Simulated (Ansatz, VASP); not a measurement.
**SnPb2O3: VASP beside Ansatz**

```
Sn Pb O
1.0
     3.46709    0.00000    0.00000
     0.00000    3.46709    0.00000
     0.00000    0.00000    9.77024
Sn Pb O
1 2 3
Direct
  0.00000 0.00000 0.00000
  0.00000 0.50000 0.64582
  0.50000 0.00000 0.35418
  0.00000 0.50000 0.41279
  0.50000 0.00000 0.58721
  0.50000 0.50000 0.00000
```

Change from the starting cell: species swapped into the Ti2CuSb3 type (P-4m2, No. 115).

Alike in both runs: functional PBE; k mesh 10 × 10 × 4; occupations gaussian, width 0.01 eV; no spin polarisation.

Ansatz relaxed the structure, and its values are those at the end. VASP's run is a single point on that final structure, the one shown.

|  | VASP | Ansatz |
| --- | --- | --- |
| version | VASP 6.6.1 | Ansatz 0.2.0 |
| potentials or method | VASP PAW PBE potentials, release 64 (Sn_d, Pb_d, O), cutoff 520 eV | scalar-relativistic, plane waves, PAW |
| valence electrons in the cell | 60 | 60 |

VASP gave:

| Quantity | Value |
| --- | --- |
| gap on the k mesh at the Fermi level (eV) | 0.15 |
| least direct gap on the mesh (eV) | 0.50 |
| pressure (GPa) | 0.0 |
| rms of the force components (eV/Å) | 0.010 |

Question: What did Ansatz give for the same quantities?

Answer: gap on the k mesh at the Fermi level (eV): 0.16; least direct gap on the mesh (eV): 0.51; pressure (GPa): 0.0; rms of the force components (eV/Å): 0.003.

With one functional, cell and mesh, what is left measures potentials, basis and numerics.

Spin-orbit coupling is off throughout.
